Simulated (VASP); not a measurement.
BaPm: single point with PBE

Crystal: BaPm.

```
Pm Ba
1.0
     4.01972    0.00000    0.00000
    -2.00986    3.48118    0.00000
     0.00000    0.00000    6.60846
Pm Ba
1 1
Cartesian
  2.0099 1.1604 0.0000
  0.0000 0.0000 3.3042
```

```json
{
  "Program": "VASP 6.6.1",
  "Task": "single point",
  "Functional": "PBE",
  "Potentials or basis": "VASP PAW PBE potentials, release 64 (Pm, Ba_sv)",
  "Cutoff": "520 eV",
  "k mesh": "8 × 8 × 4",
  "Occupations": "fermi-dirac, width 0.05 eV",
  "Spin": "collinear spin, ferromagnetic start",
  "Starting moments": "[4.0, 0.0] μB"
}
```

```yaml
Pressure: 0.9 GPa
Net_moment: 5.28 μB per cell
Site_moments: Pm +4.65; Ba +0.00 μB
Valence_electrons_inside_the_program's_atomic_spheres: Pm 12.37; Ba 8.01
```

Stress tensor (GPa, compression positive):
```
0.77 0.00 0.00
0.00 0.77 0.00
0.00 0.00 1.17
```

Levels at points of the mesh, in eV from the Fermi level:
Spin up:
```
           k point  band 13  band 14  band 15  band 16  band 17  band 18
(0.00, 0.00, 0.00)    -0.47    -0.08    -0.08     0.04     0.23     1.46
(0.50, 0.00, 0.00)    -0.53    -0.50    -0.09     0.00     0.18     0.35
(0.00, 0.00, 0.50)    -0.47    -0.07    -0.07     0.03     0.12     0.96
(0.50, 0.00, 0.50)    -0.52    -0.20     0.00     0.01     0.22     0.24
```
Spin down:
```
           k point  band 6  band 7  band 8  band 9  band 10  band 11  band 12  band 13  band 14  band 15
(0.00, 0.00, 0.00)  -13.54  -13.13  -13.13   -3.00    -0.98     1.76     2.06     2.17     2.17     2.51
(0.50, 0.00, 0.00)  -14.06  -13.42  -13.34   -0.78    -0.32    -0.24     1.15     1.89     2.13     2.44
(0.00, 0.00, 0.50)  -13.60  -13.13  -13.13   -1.84    -1.75     1.21     1.39     2.09     2.09     2.37
(0.50, 0.00, 0.50)  -14.04  -13.41  -13.35   -0.97    -0.77     0.60     0.76     2.08     2.34     2.60
```

It took 7.6 min on 1 thread of Intel(R) Xeon(R) Platinum 8124M CPU @ 3.00GHz (Skylake/Cascade Lake), with other jobs on the host, peak memory 0.32 GiB.

Caveat: the magnetic or orbital state may not be the lowest; spin-orbit coupling is left out, which moves the levels of the heavy elements; semilocal functionals describe open f shells poorly, which spoils levels, moments and volumes. The state reached can hang on the start; a lower one may exist.
